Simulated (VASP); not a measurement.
HfN, 2 atoms in the cell. Symmetry: Fm-3m, No. 225, cubic system. Conventional cell: a = 4.456 Å, b = 4.456 Å, c = 4.456 Å, α = 90.00°, β = 90.00°, γ = 90.00°. Within 2.9 Å of Hf (site symmetry m-3m) lie 6 N at 2.23 Å. N (site symmetry m-3m) has 6 Hf at 2.23 Å within 2.9 Å.  This cell differs from its parent crystal: volume scaled by 0.97.

| Quantity | Value |
| --- | --- |
| Program | VASP 6.6.1 |
| Task | single point |
| Functional | PBEsol |
| Potentials or basis | VASP PAW PBE potentials, release 64 (Hf_pv, N) |
| Cutoff | 520 eV |
| k mesh | 16 × 16 × 16 |
| Occupations | gaussian, width 0.1 eV |
| Spin | no spin polarisation |
| Dipole correction | no |
| Further INCAR settings | ALGO = Normal; EDIFF = 1e-06; NBANDS = 14 |

Potentials or basis: VASP PAW PBE potentials, release 64 (Hf_pv, N).

Run with:

```sh
$ cat potpaw_PBE.64/Hf_pv/POTCAR potpaw_PBE.64/N/POTCAR > POTCAR
$ mpirun -np 1 vasp_std > vasp.out
```

Hardware: 1 thread of AMD EPYC 9R45 (Zen 5) (shared host).

Task: How long does it take, and how much memory?

Result: It took 31 s on 1 thread of AMD EPYC 9R45 (Zen 5) (shared host), peak memory 0.13 GiB. Counts: scf iterations 13, k points 145.
